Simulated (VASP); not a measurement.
Wanted: the native input for a VASP 6.6.1 run.

* Task: single point
* Functional: PBEsol
* Potentials or basis: VASP PAW PBE potentials, release 64 (Cd, H, O)
* Cutoff: 520 eV
* k mesh: 7 × 7 × 5
* Occupations: fermi-dirac, width 0.02 eV
* Spin: no spin polarisation
* Dipole correction: no
* Further INCAR settings: ALGO = Normal; EDIFF = 1e-06; NBANDS = 21

The structure of CdH2O2 lies in POSCAR:

```
CdH2O2
1.0
    3.8398220000      0.0000000000      0.0000000000
   -1.9199110000      3.3253833980      0.0000000000
    0.0000000000      0.0000000000      4.4413930000
Cd H O
1 2 2
Direct
    0.3333330000      0.6666670000      0.9873000000
    0.0000000000      0.0000000000      0.0080770000
    0.6666670000      0.3333330000      0.4318850000
    0.0000000000      0.0000000000      0.7861940000
    0.6666670000      0.3333330000      0.2118940000
```

These files were run (other wordings do the same):

INCAR

```
PREC = Accurate
ENCUT = 520
EDIFF = 1E-6
ISMEAR = -1
SIGMA = 0.02
LREAL = False
LASPH = True
NELM = 100
ALGO = Normal
ISIF = 2
LWAVE = False
LCHARG = False
GGA = PS
NBANDS = 21
```

KPOINTS

```
regular mesh
0
Gamma
  7 7 5
```

Potentials or basis: VASP PAW PBE potentials, release 64 (Cd, H, O).

Launch:

```console
$ cat potpaw_PBE.64/Cd/POTCAR potpaw_PBE.64/H/POTCAR potpaw_PBE.64/O/POTCAR > POTCAR
$ mpirun -np 1 vasp_std > vasp.out
```

It gave:

```yaml
Pressure: -3.8 GPa
Largest_force: 0.531 eV/Å
Band_gap_on_the_k_mesh: 1.13 eV, indirect (least direct gap 1.65 eV)
```

Caveat: the PAW data sets were made with another functional, which shifts forces and pressure a little.

It used 110 s of CPU time on 1 thread of AMD EPYC 7R13 Processor (Zen 3), with other jobs on the host.
